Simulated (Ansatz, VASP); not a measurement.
## Mg in VASP and in Ansatz

The input INCAR:

```
PREC = Accurate ; ENCUT = 520
EDIFF = 1E-6 ; ISMEAR = -1
SIGMA = 0.03 ; LREAL = False
LASPH = True ; NELM = 100
ALGO = Normal ; ISIF = 2
LWAVE = False ; LCHARG = False
GGA = PE ; NBANDS = 9
```

File KPOINTS:

```
Automatic mesh
0
Gamma
  6 6 3
```

POSCAR

```
Mg
1.0
    3.2093000000      0.0000000000      0.0000000000
   -1.6046500000      2.7793353284      0.0000000000
    0.0000000000      0.0000000000      5.2103000000
Mg
2
Direct
    0.6666666667      0.3333333333      0.7500000000
    0.3333333333      0.6666666667      0.2500000000
```

The input input.yaml:

```yaml
crystal:
  lattice:
    - [3.2093, 0.0, 0.0]
    - [-1.60465, 2.7793353284, 0.0]
    - [0.0, 0.0, 5.2103]
  atoms:
    - { symbol: Mg, position: [0.6666666667, 0.3333333333, 0.75] }
    - { symbol: Mg, position: [0.3333333333, 0.6666666667, 0.25] }
kpoints:
  mp_grid: { grid: [6, 6, 3] }
scf:
  occupations: { method: fermi_dirac, width: 0.03 }
hamiltonian:
  xc: pbe
  pseudopotentials: { kind: all_electron, lapw: { basis_error: 0.004 } }
output:
  forces: true
  stress: true
  eigenvalues: true
```

Alike in both runs: task single point; functional PBE; k mesh 6 × 6 × 3; occupations fermi-dirac, width 0.03 eV; no spin polarisation.

```csv
,VASP,Ansatz
version,VASP 6.6.1,Ansatz 0.2.0
potentials or method,"VASP PAW PBE potentials, release 64 (Mg), cutoff 520 eV","all-electron LAPW, scalar-relativistic"
```

Ansatz gave:

- gap on the k mesh at the Fermi level (eV): none
- pressure (GPa): -0.4
- traceless stress, the component that is largest in VASP (GPa): 0.05

What did VASP give for the same quantities?

gap on the k mesh at the Fermi level (eV): none; pressure (GPa): -0.5; traceless stress, the component that is largest in VASP (GPa): 0.05.

A gap of «none» marks a metal or a gap that the smearing closes. Ansatz ran all-electron here, and VASP with PAW potentials.

The k mesh is coarse, so the values compare programs but aren't converged. Noted on Ansatz's run: the k mesh is thin for a metal, which can move the energy by tens of meV per atom.
